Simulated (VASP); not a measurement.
# PbF2 (Fm-3m) in VASP: a series of runs

The runs below take PbF2 through single point, relaxation of cell and atoms, with r2SCAN.

Program: VASP 6.6.1. These are calculated values, not measurements. Logs are shortened: lines on timing, memory, paths and dates and some standing lists are left out, and cuts for length are marked.

## (1) The cell of the first run

It takes space group Fm-3m (No. 225, cubic). The conventional cell has a = 5.977 Å, b = 5.977 Å, c = 5.977 Å, α = 90.00°, β = 90.00°, γ = 90.00°. Pb (site symmetry m-3m) has 8 F at 2.59 Å within 3.4 Å. Within 3.4 Å of F (site symmetry -43m) lie 4 Pb at 2.59 Å and 6 F at 2.99 Å.

## (2) Single point, r2SCAN

Contents of POSCAR:

```
PbF2
1.0
    2.9882622602      2.9882622602      0.0000000000
   -2.9882622602      2.9882622602      0.0000000000
    0.0000000000      2.9882622602      2.9882622602
Pb F
1 2
Direct
    0.0000000000      0.0000000000      0.0000000000
    0.2500000000      0.7500000000      0.5000000000
    0.7500000000      0.2500000000      0.5000000000
```

Contents of INCAR.step1:

```
SYSTEM = PbF2
PREC     = Accurate       ! precision mode
ENCUT    = 520            ! plane-wave cutoff, eV
ISMEAR   = 0              ! smearing method
SIGMA    = 0.01           ! smearing width, eV
LREAL    = .FALSE.        ! projectors in reciprocal space
LASPH    = .TRUE.         ! aspherical terms in the spheres
NELM     = 80             ! most SCF steps
NBANDS   = 21             ! bands
GGA      = PE             ! functional
ALGO     = Normal         ! electronic algorithm
EDIFF    = 1E-4           ! SCF threshold, eV
LWAVE    = .TRUE.         ! write WAVECAR
LCHARG   = .FALSE.        ! write CHGCAR
```

Contents of INCAR.step2:

```
SYSTEM = PbF2
PREC     = Accurate       ! precision mode
ENCUT    = 520            ! plane-wave cutoff, eV
EDIFF    = 1E-6           ! SCF threshold, eV
ISMEAR   = 0              ! smearing method
SIGMA    = 0.01           ! smearing width, eV
LREAL    = .FALSE.        ! projectors in reciprocal space
LASPH    = .TRUE.         ! aspherical terms in the spheres
NELM     = 80             ! most SCF steps
ALGO     = Normal         ! electronic algorithm
ISIF     = 2              ! what is computed and relaxed
LWAVE    = .FALSE.        ! write WAVECAR
LCHARG   = .FALSE.        ! write CHGCAR
METAGGA  = R2SCAN         ! meta-GGA
LMIXTAU  = .TRUE.       
NBANDS   = 21             ! bands
ISTART   = 1
```

Contents of KPOINTS:

```
regular mesh
0
G
  8 8 8
  0 0 0
```

Potentials or basis: VASP PAW PBE potentials, release 64 (Pb_d, F).

Command:

```console
$ cat potpaw_PBE.64/Pb_d/POTCAR potpaw_PBE.64/F/POTCAR > POTCAR
$ cp INCAR.step1 INCAR
$ mpirun -np 1 vasp_std > vasp.out
$ cp INCAR.step2 INCAR
$ mpirun -np 1 vasp_std > vasp.out
```

OUTCAR:

```text
SYSTEM = PbF2
   PREC = Accurate
   ENCUT = 520
   EDIFF = 1E-6
   ISMEAR = 0
   LREAL = .FALSE.
   LASPH = .TRUE.
   NELM = 80
   ISIF = 2
   METAGGA = R2SCAN
   ISTART = 1

 ion  position               nearest neighbor table
   1  0.000  0.000  0.000-   3 2.59   2 2.59   2 2.59   3 2.59   2 2.59   3 2.59   3 2.59   2 2.59

   2  0.250  0.750  0.500-   1 2.59   1 2.59   1 2.59   1 2.59
   3  0.750  0.250  0.500-   1 2.59   1 2.59   1 2.59   1 2.59

  LATTYP: Found a face centered cubic cell.
 ALAT       =     5.9765245204

  Lattice vectors:

 A1 = (   0.0000000000,   2.9882622602,   2.9882622602)
 A2 = (   2.9882622602,   0.0000000000,   2.9882622602)
 A3 = (   2.9882622602,   2.9882622602,   0.0000000000)

Analysis of symmetry for initial positions (statically):
=====================================================================
 Subroutine PRICEL returns:
 Original cell was already a primitive cell.

 Routine SETGRP: Setting up the symmetry group for a
 face centered cubic supercell.

 Subroutine GETGRP returns: Found 48 space group operations
 (whereof 48 operations were pure point group operations)
 out of a pool of 48 trial point group operations.

The static configuration has the point symmetry O_h .

Analysis of symmetry for dynamics (positions and initial velocities):
=====================================================================
 Subroutine PRICEL returns:
 Original cell was already a primitive cell.

 Routine SETGRP: Setting up the symmetry group for a
 face centered cubic supercell.

 Subroutine GETGRP returns: Found 48 space group operations
 (whereof 48 operations were pure point group operations)
 out of a pool of 48 trial point group operations.

The dynamic configuration has the point symmetry O_h .

 Subroutine INISYM returns: Found 48 space group operations
 (whereof 48 operations are pure point group operations),
 and found     1 'primitive' translations

----------------------------------------------------------------------------------------

                                     Primitive cell

  volume of cell :      53.3686

  direct lattice vectors                    reciprocal lattice vectors
     2.988262260  2.988262260  0.000000000     0.167321325  0.167321325 -0.167321325
    -2.988262260  2.988262260  0.000000000    -0.167321325  0.167321325 -0.167321325
     0.000000000  2.988262260  2.988262260     0.000000000  0.000000000  0.334642649

  length of vectors
     4.226041016  4.226041016  4.226041016     0.289809036  0.289809036  0.334642649

  position of ions in fractional coordinates (direct lattice)
     0.000000000  0.000000000  0.000000000
     0.250000000  0.750000000  0.500000000
     0.750000000  0.250000000  0.500000000

  ion indices of the primitive-cell ions
   primitive index   ion index
                 1           1
                 2           2
                 3           3

----------------------------------------------------------------------------------------

 KPOINTS: regular mesh

Automatic generation of k-mesh.
 Grid dimensions read from file:
 generate k-points for:    8    8    8

 Generating k-lattice:

  Cartesian coordinates                     Fractional coordinates (reciprocal lattice)
     0.020915166  0.020915166 -0.020915166     0.125000000  0.000000000  0.000000000
    -0.020915166  0.020915166 -0.020915166     0.000000000  0.125000000  0.000000000
     0.000000000  0.000000000  0.041830331     0.000000000  0.000000000  0.125000000

  Length of vectors
     0.036226129  0.036226129  0.041830331

  Shift w.r.t. Gamma in fractional coordinates (k-lattice)
     0.000000000  0.000000000  0.000000000

 Subroutine IBZKPT returns following result:
 ===========================================

 Found     29 irreducible k-points:

 Following reciprocal coordinates:
            Coordinates               Weight
  0.000000  0.000000  0.000000      1.000000
  0.125000  0.000000  0.000000      8.000000
  0.250000  0.000000  0.000000      8.000000
  0.375000  0.000000  0.000000      8.000000
  0.500000  0.000000  0.000000      4.000000
  0.125000  0.125000  0.000000     12.000000
[... 16 lines left out ...]
  0.375000  0.250000  0.125000     48.000000
  0.500000  0.250000  0.125000     24.000000
 [... further k-points ...]
   k-points           NKPTS =     29   k-points in BZ     NKDIM =     29   number of bands    NBANDS=     21
   number of dos      NEDOS =    301   number of ions     NIONS =      3
   total plane-waves  NPLWV =  32768
   dimension x,y,z NGX =    32 NGY =   32 NGZ =   32
   dimension x,y,z NGXF=    64 NGYF=   64 NGZF=   64
   ions per type =               1   2
   NGX,Y,Z   is equivalent  to a cutoff of  12.59, 12.59, 12.59 a.u.
   NGXF,Y,Z  is equivalent  to a cutoff of  25.18, 25.18, 25.18 a.u.
 SYSTEM =  PbF2
   PREC   = accura    normal or accurate (medium, high low for compatibility)
   ISTART =      1    job   : 0-new  1-cont  2-samecut
   ICHARG =      0    charge: 1-file 2-atom 10-const
   ISPIN  =      1    spin polarized calculation?
   LNONCOLLINEAR =      F non collinear calculations
   LSORBIT =      F    spin-orbit coupling
   LASPH  =      T    aspherical Exc in radial PAW
   ENCUT  =  520.0 eV  38.22 Ry    6.18 a.u.   7.86  7.86  7.86*2*pi/ulx,y,z
   NELM   =     80;   NELMIN=  2; NELMDL=  0     # of ELM steps
   EDIFF  = 0.1E-05   stopping-criterion for ELM
   LREAL  =      F    real-space projection
   EDIFFG = 0.1E-04   stopping-criterion for IOM
   NSW    =      0    number of steps for IOM
   IBRION =     -1    ionic relax: 0-MD 1-quasi-New 2-CG
   NFREE  =      0    steps in history (QN), initial steepest desc. (CG)
   ISIF   =      2    stress and relaxation
   ISYM   =      2    0-nonsym 1-usesym 2-fastsym
   POTIM  = 0.5000    time-step for ionic-motion
   TEBEG  =    0.0;   TEEND  =   0.0 temperature during run
   PSTRESS=    0.0 pullay stress
   NELECT =      28.0000    total number of electrons
   NUPDOWN=      -1.0000    fix difference up-down
   EMIN   =  10.00;   EMAX   =-10.00  energy-range for DOS
   EFERMI =   0.00;   METHOD = LEGACY
   ISMEAR =     0;   SIGMA  =   0.01  broadening in eV -4-tet -1-fermi 0-gaus
   EFERMI_NEDOS =   21; number of points for ismear=-14 and -15
   IALGO  =     38    algorithm
   IMIX   =      4    mixing-type and parameters
     AMIX     =   0.40;   BMIX     =  1.00
     AMIX_MAG =   1.60;   BMIX_MAG =  1.00
  volume/ion in A,a.u.               =      17.79       120.05
  Fermi-wavevector in a.u.,A,eV,Ry     =   1.320380  2.495156 23.720427  1.743402
  Thomas-Fermi vector in A             =   2.450210
   LORBIT       =      0    0 simple, 1 ext, 2 COOP (PROOUT), +10 PAW based schemes
   METAGGA = R2SCAN    functional components
   LHFCALC =     F    Hartree Fock is set to
   AEXX    =    0.0000 exact exchange contribution
   IVDW    =     0    specifies the selected vdW correction
   LEPSILON=     F    determine dielectric tensor
   LRPA    =     F    only Hartree local field effects (RPA)
 non-spin polarized calculation
 Gauss-broadening in eV      SIGMA  =   0.01
  energy-cutoff  :      520.00
  volume of cell :       53.37
 maximum number of plane-waves:      1459
   NGX = 15   NGY = 15   NGZ = 15

 number of electron      28.0000024 magnetization

 Free energy of the ion-electron system (eV)
  ---------------------------------------------------
  ext. energy  EPLUGINS =         0.00000000
  ---------------------------------------------------
  free energy    TOTEN  =       -70.15421259 eV

  energy without entropy =      -70.15421259  energy(sigma->0) =      -70.15421259

 E-fermi :   1.2940     XC(G=0):  -9.8769

 val. band max:        1.1996665130   @ k =   0.5000   0.5000   0.2500
 cond. band min:       6.1386103207   @ k =   0.5000   0.5000   0.0000
 fundamental gap:      4.9389438077
 Fermi energy:         1.2940338886

 k-point     1 :       0.0000    0.0000    0.0000
  band No.  band energies     occupation
      1     -20.9761      2.00000
      2     -20.4279      2.00000
      3     -13.6334      2.00000
      4     -13.6333      2.00000
      5     -13.6333      2.00000
      6     -13.5936      2.00000
[... 13 lines left out ...]
     20      17.0623      0.00000
     21      19.3500      0.00000

 k-point     2 :       0.1250    0.0000    0.0000
  band No.  band energies     occupation
      1     -20.9497      2.00000
      2     -20.4507      2.00000
      3     -13.6279      2.00000
      4     -13.6279      2.00000
      5     -13.6059      2.00000
      6     -13.5933      2.00000
[... 13 lines left out ...]
     20      16.5862      0.00000
     21      18.6657      0.00000

 k-point     3 :       0.2500    0.0000    0.0000
  band No.  band energies     occupation
      1     -20.8801      2.00000
      2     -20.5123      2.00000
      3     -13.6214      2.00000
      4     -13.6214      2.00000
      5     -13.5863      2.00000
      6     -13.5863      2.00000
[... 13 lines left out ...]
     20      15.9604      0.00000
     21      17.3926      0.00000

 k-point     4 :       0.3750    0.0000    0.0000
  band No.  band energies     occupation
      1     -20.7897      2.00000
      2     -20.5936      2.00000
      3     -13.6227      2.00000
      4     -13.6227      2.00000
      5     -13.5712      2.00000
      6     -13.5712      2.00000
[... 13 lines left out ...]
     20      15.5989      0.00000
     21      16.3689      0.00000

 k-point     5 :       0.5000    0.0000    0.0000
  band No.  band energies     occupation
      1     -20.7189      2.00000
      2     -20.6609      2.00000
      3     -13.6243      2.00000
      4     -13.6243      2.00000
      5     -13.5640      2.00000
      6     -13.5640      2.00000
[... 13 lines left out ...]
     20      15.4918      0.00000
     21      15.9847      0.00000

 k-point     6 :       0.1250    0.1250    0.0000
  band No.  band energies     occupation
      1     -20.9096      2.00000
      2     -20.4861      2.00000
      3     -13.6208      2.00000
      4     -13.6168      2.00000
      5     -13.5969      2.00000
      6     -13.5857      2.00000
[... 13 lines left out ...]
     20      16.3519      0.00000
     21      18.9773      0.00000

 k-point     7 :       0.2500    0.1250    0.0000
  band No.  band energies     occupation
      1     -20.8354      2.00000
      2     -20.5512      2.00000
      3     -13.6135      2.00000
      4     -13.6131      2.00000
      5     -13.5907      2.00000
      6     -13.5686      2.00000
[... 13 lines left out ...]
     20      16.2557      0.00000
     21      18.1478      0.00000
[... 291 lines left out ...]
      1     -20.7699      2.00000
      2     -20.6012      2.00000
      3     -13.6200      2.00000
      4     -13.5753      2.00000
      5     -13.5675      2.00000
      6     -13.5675      2.00000
[... 13 lines left out ...]
     20      18.3731      0.00000
     21      19.1875      0.00000

 k-point    21 :       0.5000    0.5000    0.0000
  band No.  band energies     occupation
      1     -20.7333      2.00000
      2     -20.6298      2.00000
      3     -13.6252      2.00000
      4     -13.5722      2.00000
      5     -13.5558      2.00000
      6     -13.5558      2.00000
[... 13 lines left out ...]
     20      18.8338      0.00000
     21      19.1256      0.00000

 k-point    22 :       0.2500    0.2500    0.1250
  band No.  band energies     occupation
      1     -20.8316      2.00000
      2     -20.5531      2.00000
      3     -13.6096      2.00000
      4     -13.5985      2.00000
      5     -13.5962      2.00000
      6     -13.5674      2.00000
[... 13 lines left out ...]
     20      16.9138      0.00000
     21      18.1323      0.00000

 k-point    23 :       0.3750    0.2500    0.1250
  band No.  band energies     occupation
      1     -20.7599      2.00000
      2     -20.6159      2.00000
      3     -13.6109      2.00000
      4     -13.6002      2.00000
      5     -13.5768      2.00000
      6     -13.5460      2.00000
[... 13 lines left out ...]
     20      17.5825      0.00000
     21      18.3138      0.00000

 k-point    24 :       0.5000    0.2500    0.1250
  band No.  band energies     occupation
      1     -20.7004      2.00000
      2     -20.6714      2.00000
      3     -13.6112      2.00000
      4     -13.6023      2.00000
      5     -13.5663      2.00000
      6     -13.5379      2.00000
[... 13 lines left out ...]
     20      17.8459      0.00000
     21      18.2907      0.00000

 [... further k-points ...]

------------------------ aborting loop because EDIFF is reached ----------------------------------------

  FORCE on cell =-STRESS in cart. coord.  units (eV):
  Direction    XX          YY          ZZ          XY          YZ          ZX
  --------------------------------------------------------------------------------------
  -------------------------------------------------------------------------------------
  Total       -0.7028416     -0.7028416     -0.7028416      0.0000000     -0.0000000     -0.0000000
  in kB      -21.0999735    -21.0999735    -21.0999735      0.0000000     -0.0000000     -0.0000000
  external PRESSURE =     -21.0999735 kB  Pullay stress =       0.0000000 kB

 VOLUME and BASIS-vectors are now :
 -----------------------------------------------------------------------------
  energy-cutoff  :      520.00
  volume of cell :       53.37
      direct lattice vectors                 reciprocal lattice vectors
     2.988262260  2.988262260  0.000000000     0.167321325  0.167321325 -0.167321325
    -2.988262260  2.988262260  0.000000000    -0.167321325  0.167321325 -0.167321325
     0.000000000  2.988262260  2.988262260     0.000000000  0.000000000  0.334642649

 POSITION                                       TOTAL-FORCE (eV/Angst)
 -----------------------------------------------------------------------------------
      0.00000      0.00000      0.00000        -0.000000     -0.000000      0.000000
     -1.49413      4.48239      1.49413         0.000000     -0.000000     -0.000000
      1.49413      4.48239      1.49413        -0.000000      0.000000      0.000000
 -----------------------------------------------------------------------------------
    total drift:                               -0.000000     -0.000000     -0.000000

  FREE ENERGIE OF THE ION-ELECTRON SYSTEM (eV)
  ---------------------------------------------------
  free  energy   TOTEN  =       -70.1542125895 eV

  energy  without entropy=      -70.1542125895  energy(sigma->0) =      -70.15421259
```

Run time: 43 s. Hardware: 1 thread of Intel Xeon 6975P-C (Granite Rapids), shared host; peak memory 0.19 GiB.

What came out:

```yaml
Free_energy: -70.1542 eV
Pressure: -2.1 GPa
Band_gap_on_the_k_mesh: 4.94 eV (least direct gap 5.08 eV)
```

Caveat: the PAW data sets were made with another functional, which shifts forces and pressure a little; spin-orbit coupling is left out, which moves the levels of the heavy elements. A k mesh can miss the band edges.

(Continued in part 2 of 3.)
